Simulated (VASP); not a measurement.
# Al2As3 (R-3m) in VASP: relaxation of cell and atoms with PBE

Aim: the relaxation of cell and atoms of Al2As3 with PBE.

All numbers are computed with VASP 6.6.1; they aren't measurements. Logs are shortened: lines on timing, memory, paths and dates and some standing lists are left out, and cuts for length are marked.

## 1. The cell of the first run

The structure is trigonal, space group R-3m (No. 166). The conventional cell has a = 3.813 Å, b = 3.813 Å, c = 23.126 Å, α = 90.00°, β = 90.00°, γ = 120.00°. Within 3.5 Å of Al (site symmetry 3m) lie 6 As at 2.64 to 2.73 Å. Within 3.5 Å of As (site symmetry -3m) lie 6 Al at 2.64 Å. Within 3.6 Å of As (site symmetry 3m) lie 3 As at 2.70 Å and 3 Al at 2.73 Å.

## 2. Relaxation of cell and atoms, PBE

File INCAR:

```
SYSTEM = Al2As3
  PREC = Accurate
  ENCUT = 600
  EDIFF = 1E-6
  ISMEAR = 0
  SIGMA = 0.1
  LREAL = .False.
  LASPH = .True.
  NELM = 80
  ALGO = Normal
  ISIF = 3
  LWAVE = .False.
  LCHARG = .False.
  GGA = PE
  IBRION = 2
  NSW = 100
  EDIFFG = -0.01
```

File KPOINTS:

```
Automatic mesh
0
Gamma
  12 12 12
  0 0 0
```

File POSCAR:

```
Al2As3
1.0
    1.9063679446      1.1006420460      7.7087215409
   -1.9063679446      1.1006420460      7.7087215409
    0.0000000000     -2.2012840920      7.7087215409
Al As
2 3
Direct
    0.3962599570      0.3962599570      0.3962599570
    0.6037400430      0.6037400430      0.6037400430
    0.0000000000      0.0000000000      0.0000000000
    0.2005342882      0.2005342882      0.2005342882
    0.7994657118      0.7994657118      0.7994657118
```

Potentials or basis: VASP PAW PBE potentials, release 64 (Al, As).

The run is started by

```bash
$ cat potpaw_PBE.64/Al/POTCAR potpaw_PBE.64/As/POTCAR > POTCAR
$ mpirun -np 1 vasp_std > vasp.out
```

OUTCAR:

```text
SYSTEM = Al2As3
   PREC = Accurate
   ENCUT = 600
   EDIFF = 1E-6
   ISMEAR = 0
   LREAL = .False.
   LASPH = .True.
   NELM = 80
   ISIF = 3
   GGA = PE
   IBRION = 2
   NSW = 100
   EDIFFG = -0.01

 ion  position               nearest neighbor table
   1  0.396  0.396  0.396-   3 2.64   3 2.64   3 2.64   5 2.73   5 2.73   5 2.73
   2  0.604  0.604  0.604-   3 2.64   3 2.64   3 2.64   4 2.73   4 2.73   4 2.73
   3  0.000  0.000  0.000-   2 2.64   2 2.64   1 2.64   1 2.64   2 2.64   1 2.64
   4  0.201  0.201  0.201-   5 2.70   5 2.70   5 2.70   2 2.73   2 2.73   2 2.73
   5  0.799  0.799  0.799-   4 2.70   4 2.70   4 2.70   1 2.73   1 2.73   1 2.73

  LATTYP: Found a trigonal (rhomboedric) cell.
 ALAT       =     8.0168597000
 COS(alpha) =     0.8869072192

  Lattice vectors:

 A1 = (   1.9063679446,   1.1006420460,   7.7087215409)
 A2 = (  -1.9063679446,   1.1006420460,   7.7087215409)
 A3 = (   0.0000000000,  -2.2012840920,   7.7087215409)

Analysis of symmetry for initial positions (statically):
=====================================================================
 Subroutine PRICEL returns:
 Original cell was already a primitive cell.

 Routine SETGRP: Setting up the symmetry group for a
 trigonal (rhombohedral) supercell.

 Subroutine GETGRP returns: Found 12 space group operations
 (whereof 12 operations were pure point group operations)
 out of a pool of 12 trial point group operations.

The static configuration has the point symmetry D_3d.

Analysis of symmetry for dynamics (positions and initial velocities):
=====================================================================
 Subroutine PRICEL returns:
 Original cell was already a primitive cell.

 Routine SETGRP: Setting up the symmetry group for a
 trigonal (rhombohedral) supercell.

 Subroutine GETGRP returns: Found 12 space group operations
 (whereof 12 operations were pure point group operations)
 out of a pool of 12 trial point group operations.

The dynamic configuration has the point symmetry D_3d.

 Subroutine INISYM returns: Found 12 space group operations
 (whereof 12 operations are pure point group operations),
 and found     1 'primitive' translations

----------------------------------------------------------------------------------------

                                     Primitive cell

  volume of cell :      97.0480

  direct lattice vectors                    reciprocal lattice vectors
     1.906367945  1.100642046  7.708721541     0.262278854  0.151426767  0.043241066
    -1.906367945  1.100642046  7.708721541    -0.262278854  0.151426767  0.043241066
     0.000000000 -2.201284092  7.708721541     0.000000000 -0.302853534  0.043241066

  length of vectors
[... 113 lines left out ...]
   GGA     = PE    functional components
   LHFCALC =     F    Hartree Fock is set to
   AEXX    =    0.0000 exact exchange contribution
   IVDW    =     0    specifies the selected vdW correction
   LEPSILON=     F    determine dielectric tensor
   LRPA    =     F    only Hartree local field effects (RPA)
 conjugate gradient relaxation of ions
 non-spin polarized calculation
 Gauss-broadening in eV      SIGMA  =   0.10
  energy-cutoff  :      600.00
  volume of cell :       97.05
 maximum number of plane-waves:      3268
   NGX = 33   NGY = 33   NGZ = 33

--------------------------------------- Ionic step        1  -------------------------------------------

 number of electron      21.0000001 magnetization

 Free energy of the ion-electron system (eV)
  ---------------------------------------------------
  ext. energy  EPLUGINS =         0.00000000
  ---------------------------------------------------
  free energy    TOTEN  =       -21.83220813 eV

  energy without entropy =      -21.82241123  energy(sigma->0) =      -21.82730968

------------------------ aborting loop because EDIFF is reached ----------------------------------------

  FORCE on cell =-STRESS in cart. coord.  units (eV):
  Direction    XX          YY          ZZ          XY          YZ          ZX
  --------------------------------------------------------------------------------------
  -------------------------------------------------------------------------------------
  Total       -0.2234079     -0.2234079      0.6671614      0.0000000     -0.0000000      0.0000000
  in kB       -3.6882697     -3.6882697     11.0142541      0.0000000     -0.0000000      0.0000000
  external PRESSURE =       1.2125715 kB  Pullay stress =       0.0000000 kB
[... 260 lines left out ...]
--------------------------------------- Ionic step        8  -------------------------------------------

 number of electron      20.9999999 magnetization

 Free energy of the ion-electron system (eV)
  ---------------------------------------------------
  ext. energy  EPLUGINS =         0.00000000
  ---------------------------------------------------
  free energy    TOTEN  =       -21.84178082 eV

  energy without entropy =      -21.83519696  energy(sigma->0) =      -21.83848889

 E-fermi :   6.1444     XC(G=0): -10.1069

 val. band max:        6.1410768843   @ k =  -0.2500   0.3333   0.0833
 cond. band min:       6.1505642306   @ k =  -0.4167   0.4167   0.1667
 fundamental gap:      0.0094873463
 Fermi energy:         6.1444299208

 k-point     1 :       0.0000    0.0000    0.0000
  band No.  band energies     occupation
      1      -7.7263      2.00000
      2      -6.1004      2.00000
      3      -4.2855      2.00000
      4       1.4635      2.00000
      5       2.2611      2.00000
      6       5.0311      2.00000
      7       5.0311      2.00000
      8       5.6235      2.00000
      9       5.6235      2.00000
     10       6.9359      0.00000
     11       6.9359      0.00000
     12       7.0511      0.00000
     13       8.5811      0.00000
     14       9.4008      0.00000
[... 377 lines left out ...]
      1      -5.3123      2.00000
      2      -4.5765      2.00000
      3      -4.2739      2.00000
      4      -0.3340      2.00000
      5       0.2896      2.00000
      6       1.1228      2.00000
      7       1.9590      2.00000
      8       2.0513      2.00000
      9       3.9301      2.00000
     10       5.0386      2.00000
     11       5.9540      1.99293
     12       6.4319      0.00005
     13       7.5175      0.00000
     14       8.0180      0.00000

 [... further k-points ...]

------------------------ aborting loop because EDIFF is reached ----------------------------------------

  FORCE on cell =-STRESS in cart. coord.  units (eV):
  Direction    XX          YY          ZZ          XY          YZ          ZX
  --------------------------------------------------------------------------------------
  -------------------------------------------------------------------------------------
  Total        0.0072417      0.0072417     -0.0018933      0.0000000      0.0000000      0.0000000
  in kB        0.1195850      0.1195850     -0.0312655      0.0000000      0.0000000      0.0000000
  external PRESSURE =       0.0693015 kB  Pullay stress =       0.0000000 kB
[... 20 lines left out ...]
  FREE ENERGIE OF THE ION-ELECTRON SYSTEM (eV)
  ---------------------------------------------------
  free  energy   TOTEN  =       -21.8417808193 eV

  energy  without entropy=      -21.8351969600  energy(sigma->0) =      -21.83848889

 reached required accuracy - stopping structural energy minimisation
```

OSZICAR:

```text
N       E                     dE             d eps       ncg     rms          rms(c)
DAV:   1     0.672343189345E+02    0.67234E+02   -0.89188E+03  5292   0.137E+03
DAV:   2    -0.169166832329E+02   -0.84151E+02   -0.82376E+02  6936   0.172E+02
DAV:   3    -0.219360326776E+02   -0.50193E+01   -0.49402E+01  6774   0.424E+01
[... 50 lines left out ...]
DAV:   3    -0.218417457343E+02    0.75829E-06   -0.27330E-06  4832   0.122E-02
   7 F= -.21841746E+02 E0= -.21838426E+02  d E =-.117363E-03
       N       E                     dE             d eps       ncg     rms          rms(c)
DAV:   1    -0.218417744161E+02   -0.27923E-04   -0.14712E-03  6048   0.260E-01    0.132E-02
DAV:   2    -0.218417814037E+02   -0.69877E-05   -0.10288E-04  7098   0.627E-02    0.782E-03
DAV:   3    -0.218417808193E+02    0.58443E-06   -0.28425E-06  5332   0.123E-02
   8 F= -.21841781E+02 E0= -.21838489E+02  d E =-.152448E-03
```

Run time: 47 min. Hardware: 1 thread of Intel Xeon Platinum 8375C at 2.90GHz (Ice Lake), shared host; peak memory 0.81 GiB.

What came out:

```yaml
Free_energy: -21.8418 eV
Relaxed_volume: 19.40 Å³/atom
Relaxed_cell: a = 8.155 Å, b = 8.155 Å, c = 8.155 Å, α = 26.77°, β = 26.77°, γ = 26.77°
Space_group_after_relaxing_to_0.1_Å: R-3m (No. 166)
Energy_gained_by_relaxing: 1.9 meV/atom
Ionic_steps: 8
Pressure_after_relaxing: 0.0 GPa
Largest_force_after_relaxing: 0.005 eV/Å
Band_gap_on_the_k_mesh: zero (an odd number of electrons rules out a gap without spin polarisation)
```

Forces on the atoms (eV/Å):
```
Al   0.000  0.000 -0.002
Al   0.000  0.000  0.002
As   0.000  0.000  0.000
As   0.000  0.000 -0.005
As   0.000  0.000  0.005
```

Step by step:
| step | energy change (eV) | largest force (eV/Å) | pressure (GPa) | volume (Å³) |
| --- | --- | --- | --- | --- |
| 1 | 0.0000 | 0.0640 | 0.12 | 97.05 |
| 2 | -0.0048 | 0.0278 | -0.08 | 97.25 |
| 3 | -0.0082 | 0.0508 | -0.51 | 97.67 |
| 4 | -0.0083 | 0.0375 | -0.43 | 97.60 |
| 5 | -0.0092 | 0.0306 | 0.25 | 96.70 |
| 6 | -0.0094 | 0.0329 | 0.03 | 96.99 |
| 7 | -0.0095 | 0.0172 | 0.02 | 97.01 |
| 8 | -0.0096 | 0.0053 | 0.01 | 97.02 |

Final structure:
```yaml
crystal:
  lattice:
    - [1.88788, 1.08997, 7.85842]
    - [-1.88788, 1.08997, 7.85842]
    - [0.00000, -2.17993, 7.85842]
  atoms:
    - { symbol: Al, position: [0.39643, 0.39643, 0.39643] }
    - { symbol: Al, position: [0.60357, 0.60357, 0.60357] }
    - { symbol: As, position: [0.00000, 0.00000, 0.00000] }
    - { symbol: As, position: [0.20058, 0.20058, 0.20058] }
    - { symbol: As, position: [0.79942, 0.79942, 0.79942] }
```
